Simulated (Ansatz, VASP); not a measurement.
Two plane-wave programs on SrO

```xyz
2
Lattice="0.0000 2.5323 2.5323 2.5323 0.0000 2.5323 2.5323 2.5323 0.0000" Properties=species:S:1:pos:R:3 pbc="T T T"
Sr    2.5323    2.5323    2.5323
O     0.0000    0.0000    0.0000
```

Alike in both runs: functional LDA; k mesh 10 × 10 × 10; occupations fermi-dirac, width 0.02 eV; no spin polarisation.

Ansatz relaxed the structure, and its values are those at the end. VASP's run is a single point on that final structure, the one shown.

|  | VASP | Ansatz |
| --- | --- | --- |
| version | VASP 6.6.1 | Ansatz 0.2.0 |
| potentials or method | VASP PAW LDA potentials, release 64 (Sr_sv, O), cutoff 520 eV | PAW plane waves |
| valence electrons in the cell | 16 | 16 |

VASP gave:

| Quantity | Value |
| --- | --- |
| gap on the k mesh at the Fermi level (eV) | 3.06 |
| pressure (GPa) | 0.8 |

**Question.** Estimate Ansatz's values.

**Answer.** gap on the k mesh at the Fermi level (eV): 3.12; pressure (GPa): 0.0.

Ansatz warns that its potentials were made for another functional, while VASP's fit it. LDA's correlation is that of Perdew and Zunger in VASP and of Perdew and Wang (1992) in Ansatz.
